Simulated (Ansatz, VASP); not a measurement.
Si2W: VASP beside Ansatz

```
Si W
1.0
    -1.60110    1.60110    3.91058
     1.60110   -1.60110    3.91058
     1.60110    1.60110   -3.91058
Si W
2 1
Direct
  0.33441 0.33441 0.00000
  0.66559 0.66559 0.00000
  0.00000 0.00000 0.00000
```

Alike in both runs: task electric field gradients; functional PBEsol; k mesh 18 × 18 × 18; occupations fermi-dirac, width 0.15 eV; no spin polarisation.

|  | VASP | Ansatz |
| --- | --- | --- |
| version | VASP 6.6.1 | Ansatz 0.2.0 |
| potentials or method | VASP PAW PBE potentials, release 64 (Si, W_sv), cutoff 520 eV | scalar-relativistic, plane waves, PAW |
| valence electrons in the cell | 22 | 22 |

```csv
,VASP,Ansatz,Ansatz less VASP
gap on the k mesh at the Fermi level (eV),none,none,-
pressure (GPa),0.3,0.0,-0.35
size of Vzz on the site where it differs most (V/Å²),138.0,162.9,+24.96
```

VASP's potentials were made for PBE, not for PBEsol. A gap of «none» marks a metal or a gap that the smearing closes. The functional is the same, so the differences come from potentials, cutoffs and numerics.

Spin-orbit coupling is off throughout.
